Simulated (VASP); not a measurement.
A run of VASP 6.6.1:

Contents of INCAR:

```
SYSTEM = MgCuGe
PREC = Accurate
ENCUT = 520
EDIFF = 1E-6
ISMEAR = -1
SIGMA = 0.15
LREAL = .False.
LASPH = .True.
NELM = 80
ALGO = Normal
ISIF = 2
LWAVE = .False.
LCHARG = .False.
GGA = PE
NBANDS = 36
```

The input KPOINTS:

```
Automatic mesh
0
Gamma
  6 6 4
  0 0 0
```

Contents of POSCAR:

```
MgCuGe
1.0
    4.0053020000      0.0000000000      0.0000000000
    0.0000000000      4.0053020000      0.0000000000
    0.0000000000      0.0000000000      6.3947530000
Mg Cu Ge
2 2 2
Direct
    0.0000000000      0.0000000000      0.0000000000
    0.5000000000      0.5000000000      0.0000000000
    0.0000000000      0.5000000000      0.2980420000
    0.5000000000      0.0000000000      0.7019580000
    0.0000000000      0.5000000000      0.6779820000
    0.5000000000      0.0000000000      0.3220180000
```

Potentials or basis: VASP PAW PBE potentials, release 64 (Mg, Cu, Ge_d).

Command:

```bash
$ cat potpaw_PBE.64/Mg/POTCAR potpaw_PBE.64/Cu/POTCAR potpaw_PBE.64/Ge_d/POTCAR > POTCAR
$ mpirun -np 1 vasp_std > vasp.out
```

Hardware: 1 thread of Intel Xeon 6975P-C, with other jobs on the host.

**Question.** Estimate the wall time of this run.

**Answer.** It took 2 min on 1 thread of Intel Xeon 6975P-C, on a shared host, peak memory 0.26 GiB. Counts: scf iterations 15, k points 30.
